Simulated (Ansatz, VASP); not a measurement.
Two plane-wave programs on Ti5W

Contents of INCAR:

```
PREC = Accurate ; ENCUT = 520
EDIFF = 1E-6 ; ISMEAR = 0
SIGMA = 0.1 ; LREAL = F
LASPH = T ; NELM = 100
ALGO = Fast ; ISIF = 2
LWAVE = F ; LCHARG = F
GGA = PE ; NBANDS = 46
```

The input KPOINTS:

```
regular mesh
0
Gamma
  6 6 2
```

Contents of POSCAR:

```
Ti5W
1.0
    2.7810587900      0.0000000000      0.0000000000
   -1.3905294000      2.4084675600      0.0000000000
    0.0000000000      0.0000000000     13.2359536600
Ti W
5 1
Direct
    0.3333333300      0.6666666700      0.8333333300
    0.3333333300      0.6666666700      0.1666666700
    0.3333333300      0.6666666700      0.5000000000
    0.6666666700      0.3333333300      0.3333333300
    0.6666666700      0.3333333300      0.6666666700
    0.6666666700      0.3333333300      0.0000000000
```

Input for Ansatz:

```yaml
crystal:
  lattice:
    - [2.78105879, 0.0, 0.0]
    - [-1.3905294, 2.40846756, 0.0]
    - [0.0, 0.0, 13.23595366]
  atoms:
    - { symbol: Ti, position: [0.33333333, 0.66666667, 0.83333333] }
    - { symbol: Ti, position: [0.33333333, 0.66666667, 0.16666667] }
    - { symbol: Ti, position: [0.33333333, 0.66666667, 0.5] }
    - { symbol: Ti, position: [0.66666667, 0.33333333, 0.33333333] }
    - { symbol: Ti, position: [0.66666667, 0.33333333, 0.66666667] }
    - { symbol: W, position: [0.66666667, 0.33333333, 0.0] }
basis:
  ecutwfc: 420
kpoints:
  mp_grid: { grid: [6, 6, 2] }
hamiltonian:
  xc: pbe
scf:
  occupations: { method: gaussian, width: 0.1 }
  lower_state_search: "off"
output:
  forces: true
  stress: true
  eigenvalues: true
```

Alike in both runs: task single point; functional PBE; k mesh 6 × 6 × 2; occupations gaussian, width 0.1 eV; no spin polarisation.

```csv
,VASP,Ansatz
version,VASP 6.6.1,Ansatz 0.2.0
potentials or method,"VASP PAW PBE potentials, release 64 (Ti_sv, W_sv), cutoff 520 eV","scalar-relativistic, plane waves, PAW"
valence electrons in the cell,74,74
```

Ansatz gave:

- gap on the k mesh at the Fermi level (eV): none
- pressure (GPa): 25.3
- traceless stress, the component that is largest in VASP (GPa): 4.47
- rms of the force components (eV/Å): 0.225

What did VASP give for the same quantities?

gap on the k mesh at the Fermi level (eV): none; pressure (GPa): 24.9; traceless stress, the component that is largest in VASP (GPa): 4.49; rms of the force components (eV/Å): 0.233.

Atom by atom the forces differ by 0.009 eV/Å (rms over components). A gap of «none» marks a metal or a gap that the smearing closes.

The k mesh is coarse, so the values compare programs but aren't converged. Spin-orbit coupling is off throughout.
